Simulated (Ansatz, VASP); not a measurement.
**One calculation of CuI, two programs**

```
Cu I
1.0
     0.00000    3.03876    3.03876
     3.03876    0.00000    3.03876
     3.03876    3.03876    0.00000
Cu I
1 1
Direct
  0.00000 0.00000 0.00000
  0.25000 0.25000 0.25000
```

Alike in both runs: functional PBE; k mesh 8 × 8 × 8; occupations gaussian, width 0.02 eV; no spin polarisation.

Ansatz relaxed the structure, and its values are those at the end. VASP's run is a single point on that final structure, the one shown.

|  | VASP | Ansatz |
| --- | --- | --- |
| version | VASP 6.6.1 | Ansatz 0.2.0 |
| potentials or method | VASP PAW PBE potentials, release 64 (Cu, I), cutoff 600 eV | scalar-relativistic, plane waves, PAW |
| valence electrons in the cell | 18 | 36 |

Ansatz gave:

- gap on the k mesh at the Fermi level (eV): 1.10
- least direct gap on the mesh (eV): 1.10
- pressure (GPa): 0.0

Problem. Which values does VASP return?

Solution. gap on the k mesh at the Fermi level (eV): 1.12; least direct gap on the mesh (eV): 1.12; pressure (GPa): 0.0.

The functional is the same, so the differences come from potentials, cutoffs and numerics. VASP's potentials hold 18 valence electrons a cell and Ansatz's 36, so a difference there can come from the potentials and not from the codes.

Neither program's run includes spin-orbit coupling.
